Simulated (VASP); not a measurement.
Here is a VASP 6.6.1 calculation.

File INCAR:

```
ALGO = Normal
EDIFF = 1E-7
EDIFFG = -0.01
ENCUT = 500
GGA = PE
GGA_COMPAT = F
IBRION = 2
ISIF = 3
ISMEAR = 1
LASPH = T
LCHARG = F
LREAL = F
LWAVE = F
NELM = 120
NELMIN = 4
NSW = 60
PREC = Accurate
PSTRESS = 600.0
SIGMA = 0.1
```

KPOINTS

```
k-points
0
Gamma
  9 9 9
```

Contents of POSCAR:

```
Si
1.0
    1.5650000000      1.5650000000      1.5650000000
   -1.5650000000      1.5650000000      1.5650000000
   -1.5650000000     -1.5650000000      1.5650000000
Si
1
Direct
    0.0000000000      0.0000000000      0.0000000000
```

Potentials or basis: VASP PAW PBE potentials, release 64 (Si).

Launch:

```sh
$ cat potpaw_PBE.64/Si/POTCAR > POTCAR
$ mpirun -np 1 vasp_std > vasp.out
```

Problem. Estimate the relaxed cell.

Solution. a = 2.395 Å, b = 2.395 Å, c = 2.395 Å, α = 70.53°, β = 109.47°, γ = 70.53°.

Problem. Estimate the relaxed volume.

Solution. 10.57 Å³/atom.

Problem. Estimate the space group after relaxing (to 0.05 Å).

Solution. Im-3m (No. 229).

Problem. What does it give for the band gap on the k mesh?

Solution. Zero (band 2 reaches 28.83 eV, above the bottom of band 3 at 10.52 eV).

The path:
```
step  energy change (eV)  largest force (eV/Å)  pressure (GPa)  volume (Å³)
   1              0.0000                0.0000           -4.01        15.33
   2              9.0357                0.0000          735.74         5.36
   3              0.3002                0.0000           38.77        11.44
   4              0.4302                0.0000           49.44        10.96
   5              0.5698                0.0000           60.59        10.55
   6              0.5386                0.0000           58.14        10.64
   7              0.5398                0.0000           58.23        10.63
   8              0.5435                0.0000           58.52        10.62
   9              0.5436                0.0000           58.52        10.62
  10              0.5437                0.0000           58.54        10.62
  11              0.5440                0.0000           58.56        10.62
  12              0.5446                0.0000           58.61        10.62
  13              0.5459                0.0000           58.70        10.62
  14              0.5483                0.0000           58.90        10.61
  15              0.5532                0.0000           59.28        10.60
  16              0.5630                0.0000           60.06        10.57
```

Caveat: the cell is relaxed towards a set pressure, so the enthalpy falls and the energy may rise; the volume moved by over 15 % at a fixed basis, so the end points are rough.
